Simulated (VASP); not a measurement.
Set up this calculation in VASP 6.6.1, as the native input.

```
Task                   : relaxation of cell and atoms
Functional             : PBE
Potentials or basis    : VASP PAW PBE potentials, release 64 (Pb_d, O)
Cutoff                 : 600 eV
k mesh                 : 8 × 8 × 10
Occupations            : gaussian, width 0.01 eV
Spin                   : no spin polarisation
Dipole correction      : no
Further INCAR settings : ALGO = Normal; EDIFF = 1e-07; IBRION = 2; EDIFFG = -0.01; NSW = 100; ISIF = 3
```

The structure of PbO2 lies in POSCAR:

```
PbO2
1.0
    5.0657006110      0.0000000000      0.0000000000
    0.0000000000      5.0657006110      0.0000000000
    0.0000000000      0.0000000000      3.4492233643
Pb O
2 4
Direct
    0.0000000000      0.0000000000      0.0000000000
    0.5000000000      0.5000000000      0.5000000000
    0.3076632257      0.3076632257      0.0000000000
    0.1923367743      0.8076632257      0.5000000000
    0.8076632257      0.1923367743      0.5000000000
    0.6923367743      0.6923367743      0.0000000000
```

These files were run (other wordings do the same):

INCAR

```
SYSTEM = PbO2
PREC = Accurate
ENCUT = 600
EDIFF = 1E-7
ISMEAR = 0
SIGMA = 0.01
LREAL = .False.
LASPH = .True.
NELM = 100
ALGO = Normal
ISIF = 3
LWAVE = .False.
LCHARG = .False.
GGA = PE
IBRION = 2
NSW = 100
EDIFFG = -0.01
```

KPOINTS

```
Automatic mesh
0
Gamma
  8 8 10
  0 0 0
```

Potentials or basis: VASP PAW PBE potentials, release 64 (Pb_d, O).

The run is started by

```sh
$ cat potpaw_PBE.64/Pb_d/POTCAR potpaw_PBE.64/O/POTCAR > POTCAR
$ mpirun -np 1 vasp_std > vasp.out
```

It gave:

- Relaxed volume: 14.82 Å³/atom
- Relaxed cell: a = 5.079 Å, b = 5.079 Å, c = 3.448 Å, α = 90.00°, β = 90.00°, γ = 90.00°
- Space group after relaxing (to 0.1 Å): P4_2/mnm (No. 136)
- Energy gained by relaxing: 0.1 meV/atom
- Ionic steps: 5
- Pressure after relaxing: 0.0 GPa
- Largest force after relaxing: 0.007 eV/Å
- Band gap on the k mesh: 0.00 eV

Caveat: spin-orbit coupling is left out, which moves the levels of the heavy elements.

Wall time 11 min on 1 thread of Intel(R) Xeon(R) Platinum 8488C (Sapphire Rapids) (shared host), peak memory 0.38 GiB.
